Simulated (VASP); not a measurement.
# HfC (Cm) in VASP: single point with PBEsol

Aim: the single point of HfC with PBEsol.

Everything below comes from runs of VASP 6.6.1. Logs are shortened: lines on timing, memory, paths and dates and some standing lists are left out, and cuts for length are marked.

### Step 1. The cell of the first run

It takes space group Cm (No. 8, monoclinic). The conventional cell has a = 5.695 Å, b = 3.288 Å, c = 3.288 Å, α = 90.00°, β = 125.26°, γ = 90.00°. Hf (site symmetry m) has 5 C at 1.89 to 2.53 Å within 2.6 Å. Within 2.6 Å of C (site symmetry m) lie 5 Hf at 1.89 to 2.53 Å.

### Step 2. Single point, PBEsol (atom 2 (C) moved by (-0.225, -0.450) A along [1 1 0] and z)

File INCAR:

```
ALGO     = Normal         # electronic algorithm
EDIFF    = 1E-6           # SCF threshold, eV
ENCUT    = 520            # plane-wave cutoff, eV
GGA      = PS             # functional
ISIF     = 2              # what is computed and relaxed
ISMEAR   = 0              # smearing method
LASPH    = T              # aspherical terms in the spheres
LCHARG   = F              # write CHGCAR
LREAL    = F              # projectors in reciprocal space
LWAVE    = F              # write WAVECAR
NBANDS   = 14             # bands
NELM     = 60             # most SCF steps
PREC     = Accurate       # precision mode
SIGMA    = 0.15           # smearing width, eV
```

File KPOINTS:

```
k-points
0
Gamma
  18 18 18
```

File POSCAR:

```
HfC
1.0
    0.0000000000      2.3250000000      2.3250000000
    2.3250000000      0.0000000000      2.3250000000
    2.3250000000      2.3250000000      0.0000000000
Hf C
1 1
Direct
    0.5000000000      0.5000000000      0.5000000000
   -0.0967741935     -0.0967741935      0.0283445050
```

Potentials or basis: VASP PAW PBE potentials, release 64 (Hf_pv, C).

Launch:

```bash
$ cat potpaw_PBE.64/Hf_pv/POTCAR potpaw_PBE.64/C/POTCAR > POTCAR
$ mpirun -np 1 vasp_std > vasp.out
```

OUTCAR:

```text
EDIFF = 1E-6
   ENCUT = 520
   GGA = PS
   ISIF = 2
   ISMEAR = 0
   LASPH = T
   LREAL = F
   NELM = 60
   PREC = Accurate

 ion  position               nearest neighbor table
   1  0.500  0.500  0.500-   2 1.89   2 2.22   2 2.22   2 2.53   2 2.53   2 2.78
   2  0.903  0.903  0.028-   1 1.89   1 2.22   1 2.22   1 2.53   1 2.53   1 2.78

  LATTYP: Found a face centered cubic cell.
 ALAT       =     4.6500000000

  Lattice vectors:

 A1 = (   0.0000000000,   2.3250000000,   2.3250000000)
 A2 = (   2.3250000000,   0.0000000000,   2.3250000000)
 A3 = (   2.3250000000,   2.3250000000,   0.0000000000)

Analysis of symmetry for initial positions (statically):
=====================================================================
 Subroutine PRICEL returns:
 Original cell was already a primitive cell.

 Routine SETGRP: Setting up the symmetry group for a
 face centered cubic supercell.

 Subroutine GETGRP returns: Found  2 space group operations
 (whereof  2 operations were pure point group operations)
 out of a pool of 48 trial point group operations.

The static configuration has the point symmetry C_1h.

Analysis of symmetry for dynamics (positions and initial velocities):
=====================================================================
 Subroutine PRICEL returns:
 Original cell was already a primitive cell.

 Routine SETGRP: Setting up the symmetry group for a
 face centered cubic supercell.

 Subroutine GETGRP returns: Found  2 space group operations
 (whereof  2 operations were pure point group operations)
 out of a pool of 48 trial point group operations.

The dynamic configuration has the point symmetry C_1h.

 Subroutine INISYM returns: Found  2 space group operations
 (whereof  2 operations are pure point group operations),
 and found     1 'primitive' translations

----------------------------------------------------------------------------------------

                                     Primitive cell

  volume of cell :      25.1362

  direct lattice vectors                    reciprocal lattice vectors
     0.000000000  2.325000000  2.325000000    -0.215053763  0.215053763  0.215053763
     2.325000000  0.000000000  2.325000000     0.215053763 -0.215053763  0.215053763
     2.325000000  2.325000000  0.000000000     0.215053763  0.215053763 -0.215053763

  length of vectors
     3.288046533  3.288046533  3.288046533     0.372484045  0.372484045  0.372484045

  position of ions in fractional coordinates (direct lattice)
     0.500000000  0.500000000  0.500000000
     0.903225806  0.903225806  0.028344505

  ion indices of the primitive-cell ions
   primitive index   ion index
                 1           1
                 2           2

----------------------------------------------------------------------------------------

 KPOINTS: k-points

Automatic generation of k-mesh.
 Grid dimensions read from file:
 generate k-points for:   18   18   18

 Generating k-lattice:

  Cartesian coordinates                     Fractional coordinates (reciprocal lattice)
    -0.011947431  0.011947431  0.011947431     0.055555556  0.000000000  0.000000000
     0.011947431 -0.011947431  0.011947431     0.000000000  0.055555556  0.000000000
     0.011947431  0.011947431 -0.011947431     0.000000000  0.000000000  0.055555556

  Length of vectors
     0.020693558  0.020693558  0.020693558

  Shift w.r.t. Gamma in fractional coordinates (k-lattice)
     0.000000000  0.000000000  0.000000000

 Subroutine IBZKPT returns following result:
 ===========================================

 Found   1550 irreducible k-points:

 Following reciprocal coordinates:
            Coordinates               Weight
  0.000000  0.000000  0.000000      1.000000
  0.055556  0.000000  0.000000      4.000000
  0.000000  0.000000  0.055556      2.000000
  0.055556  0.055556  0.055556      2.000000
  0.111111  0.000000  0.000000      4.000000
  0.000000  0.000000  0.111111      2.000000
[... 16 lines left out ...]
  0.444444  0.000000  0.000000      4.000000
  0.000000  0.000000  0.444444      2.000000
 [... further k-points ...]
   k-points           NKPTS =   1550   k-points in BZ     NKDIM =   1550   number of bands    NBANDS=     14
   number of dos      NEDOS =    301   number of ions     NIONS =      2
   total plane-waves  NPLWV =  13824
   dimension x,y,z NGX =    24 NGY =   24 NGZ =   24
   dimension x,y,z NGXF=    48 NGYF=   48 NGZF=   48
   ions per type =               1   1
   NGX,Y,Z   is equivalent  to a cutoff of  12.13, 12.13, 12.13 a.u.
   NGXF,Y,Z  is equivalent  to a cutoff of  24.27, 24.27, 24.27 a.u.
 SYSTEM =  unknown system
   PREC   = accura    normal or accurate (medium, high low for compatibility)
   ISTART =      0    job   : 0-new  1-cont  2-samecut
   ICHARG =      2    charge: 1-file 2-atom 10-const
   ISPIN  =      1    spin polarized calculation?
   LNONCOLLINEAR =      F non collinear calculations
   LSORBIT =      F    spin-orbit coupling
   LASPH  =      T    aspherical Exc in radial PAW
   ENCUT  =  520.0 eV  38.22 Ry    6.18 a.u.   6.11  6.11  6.11*2*pi/ulx,y,z
   NELM   =     60;   NELMIN=  2; NELMDL= -5     # of ELM steps
   EDIFF  = 0.1E-05   stopping-criterion for ELM
   LREAL  =      F    real-space projection
   EDIFFG = 0.1E-04   stopping-criterion for IOM
   NSW    =      0    number of steps for IOM
   IBRION =     -1    ionic relax: 0-MD 1-quasi-New 2-CG
   NFREE  =      0    steps in history (QN), initial steepest desc. (CG)
   ISIF   =      2    stress and relaxation
   ISYM   =      2    0-nonsym 1-usesym 2-fastsym
   POTIM  = 0.5000    time-step for ionic-motion
   TEBEG  =    0.0;   TEEND  =   0.0 temperature during run
   PSTRESS=    0.0 pullay stress
   NELECT =      14.0000    total number of electrons
   NUPDOWN=      -1.0000    fix difference up-down
   EMIN   =  10.00;   EMAX   =-10.00  energy-range for DOS
   EFERMI =   0.00;   METHOD = LEGACY
   ISMEAR =     0;   SIGMA  =   0.15  broadening in eV -4-tet -1-fermi 0-gaus
   EFERMI_NEDOS =   21; number of points for ismear=-14 and -15
   IALGO  =     38    algorithm
   IMIX   =      4    mixing-type and parameters
     AMIX     =   0.40;   BMIX     =  1.00
     AMIX_MAG =   1.60;   BMIX_MAG =  1.00
  volume/ion in A,a.u.               =      12.57        84.81
  Fermi-wavevector in a.u.,A,eV,Ry     =   1.346949  2.545365 24.684672  1.814272
  Thomas-Fermi vector in A             =   2.474740
   LORBIT       =      0    0 simple, 1 ext, 2 COOP (PROOUT), +10 PAW based schemes
   GGA     = PS    functional components
   LHFCALC =     F    Hartree Fock is set to
   AEXX    =    0.0000 exact exchange contribution
   IVDW    =     0    specifies the selected vdW correction
   LEPSILON=     F    determine dielectric tensor
   LRPA    =     F    only Hartree local field effects (RPA)
 non-spin polarized calculation
 Gauss-broadening in eV      SIGMA  =   0.15
  energy-cutoff  :      520.00
  volume of cell :       25.14
 maximum number of plane-waves:       700
   NGX = 13   NGY = 13   NGZ = 13

 number of electron      14.0000000 magnetization

 Free energy of the ion-electron system (eV)
  ---------------------------------------------------
  ext. energy  EPLUGINS =         0.00000000
  ---------------------------------------------------
  free energy    TOTEN  =       -20.99054976 eV

  energy without entropy =      -20.99053596  energy(sigma->0) =      -20.99054286

 E-fermi :   5.8236     XC(G=0): -12.3253

 val. band max:        5.6195786338   @ k =   0.5000   0.5000   0.0000
 cond. band min:       6.0737077211   @ k =   0.2778   0.2778   0.0000
 fundamental gap:      0.4541290872
 Fermi energy:         5.8236044801

 k-point     1 :       0.0000    0.0000    0.0000
  band No.  band energies     occupation
      1     -23.7410      2.00000
      2     -23.6216      2.00000
      3     -23.5986      2.00000
      4      -6.3423      2.00000
      5       4.1973      2.00000
      6       4.1988      2.00000
      7       4.7244      2.00000
      8       7.2119      0.00000
      9       8.7374      0.00000
     10      10.6226      0.00000
     11      11.1656      0.00000
     12      11.9157      0.00000
     13      13.1316      0.00000
     14      16.3223      0.00000

 k-point     2 :       0.0556    0.0000    0.0000
  band No.  band energies     occupation
      1     -23.7519      2.00000
      2     -23.6247      2.00000
      3     -23.6130      2.00000
      4      -6.2633      2.00000
      5       3.8682      2.00000
      6       4.4036      2.00000
      7       4.7038      2.00000
      8       7.2109      0.00000
      9       8.6252      0.00000
     10      10.1934      0.00000
     11      11.5470      0.00000
     12      12.2196      0.00000
     13      13.4062      0.00000
     14      16.5467      0.00000

 k-point     3 :       0.0000    0.0000    0.0556
  band No.  band energies     occupation
      1     -23.7535      2.00000
      2     -23.6358      2.00000
      3     -23.6014      2.00000
      4      -6.2597      2.00000
      5       3.9775      2.00000
      6       4.2026      2.00000
      7       4.8479      2.00000
      8       7.1747      0.00000
      9       8.5563      0.00000
     10      10.2748      0.00000
     11      11.4927      0.00000
     12      12.2099      0.00000
     13      13.4351      0.00000
     14      16.5382      0.00000
[... 324 lines left out ...]
 k-point    23 :       0.4444    0.0000    0.0000
  band No.  band energies     occupation
      1     -24.3585      2.00000
      2     -23.7609      2.00000
      3     -23.7027      2.00000
      4      -3.0991      2.00000
      5       0.1327      2.00000
      6       3.0061      2.00000
      7       3.5829      2.00000
      8       9.2919      0.00000
      9      10.3300      0.00000
     10      11.3348      0.00000
     11      12.6815      0.00000
     12      15.5226      0.00000
     13      16.8950      0.00000
     14      19.2709      0.00000

 k-point    24 :       0.0000    0.0000    0.4444
  band No.  band energies     occupation
      1     -24.3974      2.00000
      2     -23.7663      2.00000
      3     -23.6895      2.00000
      4      -2.8379      2.00000
      5      -0.0338      2.00000
      6       3.2836      2.00000
      7       3.9121      2.00000
      8       8.9582      0.00000
      9      10.6174      0.00000
     10      11.0223      0.00000
     11      12.2003      0.00000
     12      14.2722      0.00000
     13      16.8722      0.00000
     14      19.6038      0.00000

 [... further k-points ...]
[... 5 lines left out ...]
  --------------------------------------------------------------------------------------
  -------------------------------------------------------------------------------------
  Total       -0.3539857     -0.3539857      9.1573938     -0.2565323     -1.0275899     -1.0275876
  in kB      -22.5630334    -22.5630334    583.6918195    -16.3513539    -65.4985309    -65.4983797
  external PRESSURE =     179.5219175 kB  Pullay stress =       0.0000000 kB

 VOLUME and BASIS-vectors are now :
 -----------------------------------------------------------------------------
  energy-cutoff  :      520.00
  volume of cell :       25.14
      direct lattice vectors                 reciprocal lattice vectors
     0.000000000  2.325000000  2.325000000    -0.215053763  0.215053763  0.215053763
     2.325000000  0.000000000  2.325000000     0.215053763 -0.215053763  0.215053763
     2.325000000  2.325000000  0.000000000     0.215053763  0.215053763 -0.215053763

 POSITION                                       TOTAL-FORCE (eV/Angst)
 -----------------------------------------------------------------------------------
      2.32500      2.32500      2.32500        -0.503813     -0.503813     -6.337688
      2.16590      2.16590      4.20000         0.503813      0.503813      6.337688
 -----------------------------------------------------------------------------------
    total drift:                                0.000236      0.000236      0.001454

  FREE ENERGIE OF THE ION-ELECTRON SYSTEM (eV)
  ---------------------------------------------------
  free  energy   TOTEN  =       -20.9905497587 eV

  energy  without entropy=      -20.9905359569  energy(sigma->0) =      -20.99054286
```

Wall time 2 min (1 thread of Intel Xeon 6975P-C (Granite Rapids), shared host); peak memory 0.62 GiB.

What came out:

| Item | Value |
| --- | --- |
| Free energy | -20.9905 eV |
| Pressure | 18.0 GPa |
| Largest force | 6.378 eV/Å |
| Band gap on the k mesh | 0.45 eV (least direct gap 0.89 eV) |

Forces on the atoms (eV/Å):
```
Hf  -0.504 -0.504 -6.338
C    0.504  0.504  6.338
```

Stress tensor (GPa, compression positive):
```
-2.26 -1.64 -6.55
-1.64 -2.26 -6.55
-6.55 -6.55 58.37
```

Levels at points of the mesh, in eV from the valence-band top:
```
           k point  band 5  band 6  band 7  band 8  band 9  band 10
(0.00, 0.00, 0.00)   -1.42   -1.42   -0.90    1.59    3.12     5.00
(0.50, 0.00, 0.00)   -5.65   -2.66   -2.10    4.05    4.78     5.88
(0.00, 0.00, 0.50)   -5.86   -2.38   -1.77    3.73    5.30     5.33
(0.50, 0.50, 0.50)   -5.33   -3.11   -2.97    4.83    5.79     5.85
(0.50, 0.50, 0.00)   -2.43   -1.89    0.00    0.99    5.39     5.79
(0.00, 0.50, 0.50)   -3.64   -2.42   -0.34    2.95    6.39     6.72
```

Caveat: the cell differs from its parent crystal (atom 2 (C) moved by (-0.225, -0.450) A along [1 1 0] and z); the cell stands under pressure; the PAW data sets were made with another functional, which shifts forces and pressure a little; spin-orbit coupling is left out, which moves the levels of the heavy elements. A k mesh can miss the band edges.
